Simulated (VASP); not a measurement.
A run of VASP 6.6.1 is set up as follows.

Contents of INCAR:

```
SYSTEM = MnSe
PREC = Accurate
ENCUT = 520
EDIFF = 1E-6
ISMEAR = -1
SIGMA = 0.08
LREAL = .False.
LASPH = .True.
NELM = 150
ALGO = Normal
ISIF = 2
LWAVE = .False.
LCHARG = .True.
ISPIN = 2
MAGMOM = 3 0
LORBIT = 11
LMAXMIX = 4
GGA = PS
LELF = .True.
LVHAR = .True.
NBANDS = 20
```

File KPOINTS:

```
regular mesh
0
Gamma
  15 15 15
  0 0 0
```

POSCAR

```
MnSe
1.0
    0.0000000000      2.6222232861      2.6222232861
    2.6222232861      0.0000000000      2.6222232861
    2.6222232861      2.6222232861      0.0000000000
Mn Se
1 1
Direct
    0.0000000000      0.0000000000      0.0000000000
    0.5000000000      0.5000000000      0.5000000000
```

Potentials or basis: VASP PAW PBE potentials, release 64 (Mn_pv, Se).

The run is started by

```sh
$ cat potpaw_PBE.64/Mn_pv/POTCAR potpaw_PBE.64/Se/POTCAR > POTCAR
$ mpirun -np 1 vasp_std > vasp.out
```

(1) Predict the net moment.

(2) What does it give for the site moments?

Results:

(1) 4.37 μB per cell.

(2) Mn +4.00; Se +0.07 μB.

Caveat: a cell with one magnetic atom can't hold antiferromagnetic order, which such compounds often take.
